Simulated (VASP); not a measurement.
# ZnO (P6_3mc) in VASP: vibrations by perturbation theory with PBE

Aim: the vibrations by perturbation theory of ZnO with PBE.

All numbers are computed with VASP 6.6.1; they aren't measurements. Logs are shortened: lines on timing, memory, paths and dates and some standing lists are left out, and cuts for length are marked.

## Step 1: The cell of the first run

The structure is hexagonal, space group P6_3mc (No. 186). Conventional cell: a = 3.249 Å, b = 3.249 Å, c = 5.204 Å, α = 90.00°, β = 90.00°, γ = 120.00°. Within 2.6 Å of Zn (site symmetry 3m) lie 4 O at 1.97 to 1.99 Å. Within 2.6 Å of O (site symmetry 3m) lie 4 Zn at 1.97 to 1.99 Å.

## Step 2: Vibrations by perturbation theory, PBE

INCAR reads:

```
ALGO = Normal
EDIFF = 1E-8
ENCUT = 520
GGA = PE
IBRION = 8
ISIF = 2
ISMEAR = 0
LASPH = T
LCHARG = F
LREAL = F
LWAVE = F
NBANDS = 26
NELM = 80
NSW = 1
PREC = Accurate
SIGMA = 0.05
```

KPOINTS reads:

```
k-points
0
Gamma
  12 12 6
```

POSCAR reads:

```
ZnO
1.0
    3.2493987239      0.0000000000      0.0000000000
   -1.6246993619      2.8140618419      0.0000000000
    0.0000000000      0.0000000000      5.2038000000
Zn O
2 2
Direct
    0.3333333333      0.6666666667      0.0000000000
    0.6666666667      0.3333333333      0.5000000000
    0.3333333333      0.6666666667      0.3821000000
    0.6666666667      0.3333333333      0.8821000000
```

Potentials or basis: VASP PAW PBE potentials, release 64 (Zn, O).

Run with:

```bash
> cat potpaw_PBE.64/Zn/POTCAR potpaw_PBE.64/O/POTCAR > POTCAR
> mpirun -np 1 vasp_std > vasp.out
```

OUTCAR:

```text
EDIFF = 1E-8
   ENCUT = 520
   GGA = PE
   IBRION = 8
   ISIF = 2
   ISMEAR = 0
   LASPH = T
   LREAL = F
   NELM = 80
   NSW = 1
   PREC = Accurate

 ion  position               nearest neighbor table
   1  0.333  0.667  0.000-   4 1.97   4 1.97   4 1.97   3 1.99
   2  0.667  0.333  0.500-   3 1.97   3 1.97   3 1.97   4 1.99
   3  0.333  0.667  0.382-   2 1.97   2 1.97   2 1.97   1 1.99
   4  0.667  0.333  0.882-   1 1.97   1 1.97   1 1.97   2 1.99

  LATTYP: Found a hexagonal cell.
 ALAT       =     3.2493987239
 C/A-ratio  =     1.6014655148

  Lattice vectors:

 A1 = (   3.2493987239,   0.0000000000,   0.0000000000)
 A2 = (  -1.6246993619,   2.8140618419,   0.0000000000)
 A3 = (   0.0000000000,   0.0000000000,   5.2038000000)

Analysis of symmetry for initial positions (statically):
=====================================================================
 Subroutine PRICEL returns:
 Original cell was already a primitive cell.

 Routine SETGRP: Setting up the symmetry group for a
 hexagonal supercell.

 Subroutine GETGRP returns: Found 12 space group operations
 (whereof  6 operations were pure point group operations)
 out of a pool of 24 trial point group operations.

The static configuration has the point symmetry C_3v.
 The point group associated with its full space group is C_6v.

Analysis of symmetry for dynamics (positions and initial velocities):
=====================================================================
 Subroutine PRICEL returns:
 Original cell was already a primitive cell.

 Routine SETGRP: Setting up the symmetry group for a
 hexagonal supercell.

 Subroutine GETGRP returns: Found 12 space group operations
 (whereof  6 operations were pure point group operations)
 out of a pool of 24 trial point group operations.

The dynamic configuration has the point symmetry C_3v.
 The point group associated with its full space group is C_6v.

 Subroutine INISYM returns: Found 12 space group operations
 (whereof  6 operations are pure point group operations),
 and found     1 'primitive' translations

----------------------------------------------------------------------------------------

                                     Primitive cell

  volume of cell :      47.5836

  direct lattice vectors                    reciprocal lattice vectors
     3.249398724  0.000000000  0.000000000     0.307749244  0.177679109  0.000000000
    -1.624699362  2.814061842  0.000000000     0.000000000  0.355358217  0.000000000
     0.000000000  0.000000000  5.203800000     0.000000000  0.000000000  0.192167262

  length of vectors
     3.249398724  3.249398724  5.203800000     0.355358217  0.355358217  0.192167262

  position of ions in fractional coordinates (direct lattice)
     0.333333333  0.666666667  0.000000000
     0.666666667  0.333333333  0.500000000
     0.333333333  0.666666667  0.382100000
     0.666666667  0.333333333  0.882100000

  ion indices of the primitive-cell ions
   primitive index   ion index
                 1           1
                 2           2
                 3           3
                 4           4

----------------------------------------------------------------------------------------

 KPOINTS: k-points

[... 120 lines left out ...]
 cond. band min:       1.9976338599   @ k =   0.0000   0.0000   0.0000
 fundamental gap:      0.7896796661
 Fermi energy:         1.4130806051

 k-point     1 :       0.0000    0.0000    0.0000
  band No.  band energies     occupation
      1     -16.8870      2.00000
      2     -16.1575      2.00000
      3      -4.5000      2.00000
      4      -4.5000      2.00000
      5      -4.4129      2.00000
      6      -4.4041      2.00000
[... 685 lines left out ...]
     25      14.6611      0.00000
     26      15.2224      0.00000

 [... further k-points ...]

------------------------ aborting loop because EDIFF is reached ----------------------------------------

  FORCE on cell =-STRESS in cart. coord.  units (eV):
  Direction    XX          YY          ZZ          XY          YZ          ZX
  --------------------------------------------------------------------------------------
  -------------------------------------------------------------------------------------
  Total        1.7583089      1.7583089      1.8357154      0.0000000     -0.0000000      0.0000000
  in kB       59.2036559     59.2036559     61.8099929      0.0000000     -0.0000000      0.0000000
  external PRESSURE =      60.0724349 kB  Pullay stress =       0.0000000 kB

 VOLUME and BASIS-vectors are now :
 -----------------------------------------------------------------------------
  energy-cutoff  :      520.00
  volume of cell :       47.58
      direct lattice vectors                 reciprocal lattice vectors
     3.249398724  0.000000000  0.000000000     0.307749244  0.177679109  0.000000000
    -1.624699362  2.814061842  0.000000000     0.000000000  0.355358217  0.000000000
     0.000000000  0.000000000  5.203800000     0.000000000  0.000000000  0.192167262

 POSITION                                       TOTAL-FORCE (eV/Angst)
 -----------------------------------------------------------------------------------
     -0.00000      1.87604      0.00000         0.000000     -0.000000      0.032758
      1.62470      0.93802      2.60190        -0.000000      0.000000      0.032758
     -0.00000      1.87604      1.98837        -0.000000      0.000000     -0.032758
      1.62470      0.93802      4.59027         0.000000      0.000000     -0.032758
 -----------------------------------------------------------------------------------
    total drift:                               -0.000000     -0.000000     -0.000067

  FREE ENERGIE OF THE ION-ELECTRON SYSTEM (eV)
  ---------------------------------------------------
  free  energy   TOTEN  =       -17.8223871582 eV

  energy  without entropy=      -17.8223871582  energy(sigma->0) =      -17.82238716

[... ionic steps 2 to 9 ...]

--------------------------------------- Ionic step       10  -------------------------------------------

------------------------ aborting loop because EDIFF is reached ----------------------------------------

[... ionic steps 11 to 11 ...]

--------------------------------------- Ionic step       12  -------------------------------------------

 Free energy of the ion-electron system (eV)
  ---------------------------------------------------
  ---------------------------------------------------
  free energy    TOTEN  =        -0.37843095 eV

  energy without entropy =       -0.37843095

------------------------ aborting loop because EDIFF is reached ----------------------------------------

 INTERNAL STRAIN TENSOR  FOR ION    3  DIRECTION 3   (eV/Angst):
 -----------------------------------------------------------------------------
     4.73903  0.00000 -0.00000
     0.00000  4.73903 -0.00000
    -0.00000 -0.00000 -9.50739

 INTERNAL STRAIN TENSOR FOR ION    4 for displacements in x,y,z  (eV/Angst):
          X           Y           Z          XY          YZ          ZX
  --------------------------------------------------------------------------------
  x     0.00000    -0.00000     0.00000     8.82992     0.00000     4.71161
  y     8.82992    -8.82992     0.00000    -0.00000     4.94456     0.00000
  z     4.73903     4.73903    -9.50739     0.00000    -0.00000    -0.00000

 SECOND DERIVATIVES (NOT SYMMETRIZED)
 ------------------------------------
               1X          1Y          1Z          2X          2Y          2Z          3X          3Y          3Z          4X          4Y          4Z
  1X    -8.117300   -0.000000    0.000000    0.355443    0.000000    0.000000   -0.012488   -0.000000    0.000000    7.774345    0.000000   -0.000000
  1Y    -0.000000   -8.117300   -0.000000    0.000000    0.355443    0.000000   -0.000000   -0.012488   -0.000000    0.000000    7.774345    0.000000
  1Z     0.000000    0.000000  -11.228318    0.000000   -0.000000    4.827805   -0.000000    0.000000    5.095253   -0.000000    0.000000    1.305260
  2X     0.355443    0.000000   -0.000000   -8.117300   -0.000000   -0.000000    7.774345    0.000000    0.000000   -0.012488   -0.000000   -0.000000
  2Y     0.000000    0.355443   -0.000000   -0.000000   -8.117300    0.000000    0.000000    7.774345   -0.000000   -0.000000   -0.012488    0.000000
  2Z    -0.000000    0.000000    4.827805   -0.000000   -0.000000  -11.228318    0.000000   -0.000000    1.305260    0.000000   -0.000000    5.095253
  3X    -0.026870   -0.000000    0.000000    7.770478    0.000000    0.000000   -8.696201   -0.000000   -0.000000    0.952593    0.000000    0.000000
  3Y    -0.000000   -0.026870   -0.000000    0.000000    7.770478    0.000000   -0.000000   -8.696201    0.000000    0.000000    0.952593    0.000000
  3Z     0.000000   -0.000000    5.193725   -0.000000    0.000000    1.346624   -0.000000    0.000000  -11.513601    0.000000    0.000000    4.973253
  4X     7.770478    0.000000   -0.000000   -0.026870   -0.000000    0.000000    0.952593    0.000000    0.000000   -8.696201   -0.000000    0.000000
  4Y     0.000000    7.770478    0.000000   -0.000000   -0.026870    0.000000    0.000000    0.952593   -0.000000   -0.000000   -8.696201   -0.000000
  4Z     0.000000   -0.000000    1.346624   -0.000000    0.000000    5.193725   -0.000000    0.000000    4.973253    0.000000    0.000000  -11.513601

 Eigenvectors and eigenvalues of the dynamical matrix
 ----------------------------------------------------

   1 f  =   16.002580 THz   100.547179 2PiTHz  533.788628 cm-1    66.181325 meV
             X         Y         Z           dx          dy          dz
     -0.000000  1.876041  0.000000     0.000000   -0.000000    0.102944
      1.624699  0.938021  2.601900    -0.000000    0.000000   -0.102944
     -0.000000  1.876041  1.988372     0.000000   -0.000000   -0.699573
      1.624699  0.938021  4.590272    -0.000000    0.000000    0.699573
[... 71 lines left out ...]
  12 f/i=    0.047475 THz     0.298293 2PiTHz    1.583588 cm-1     0.196340 meV
             X         Y         Z           dx          dy          dz
     -0.000000  1.876041  0.000000     0.000000   -0.000000    0.635136
      1.624699  0.938021  2.601900     0.000000   -0.000000    0.635136
     -0.000000  1.876041  1.988372     0.000000   -0.000000    0.310809
      1.624699  0.938021  4.590272     0.000000   -0.000000    0.310809

--------------------------------------------------------------------------------------------------------

 ELASTIC MODULI CONTR FROM IONIC RELAXATION (kBar)
 Direction    XX          YY          ZZ          XY          YZ          ZX
 --------------------------------------------------------------------------------
 XX        -787.1758    320.7137    467.3878     -0.0000     -0.0000      0.0000
 YY         320.7137   -787.1758    467.3878     -0.0000      0.0000     -0.0000
 ZZ         467.3878    467.3878   -936.6306      0.0000     -0.0000     -0.0000
 XY          -0.0000     -0.0000      0.0000   -553.9447     -0.0000      0.0000
 YZ          -0.0000      0.0000     -0.0000      0.0000   -198.8341     -0.0000
 ZX          -0.0000      0.0000     -0.0000     -0.0000     -0.0000   -196.2609
 --------------------------------------------------------------------------------
```

Run time: 8.1 min. Hardware: 1 thread of Intel Xeon 6975P-C (Granite Rapids), shared host; peak memory 1 GiB.

What came out:

- Highest phonon frequency at Γ, LO-TO splitting left out: 534 cm⁻¹

Phonon frequencies in cm⁻¹ (negative: imaginary):
```csv
q point,frequencies
"(0.000, 0.000, 0.000)",-2 0 0 88 88 249 371 405 405 438 438 534
```

Caveat: the cell stands under pressure or tension, which shifts response properties.
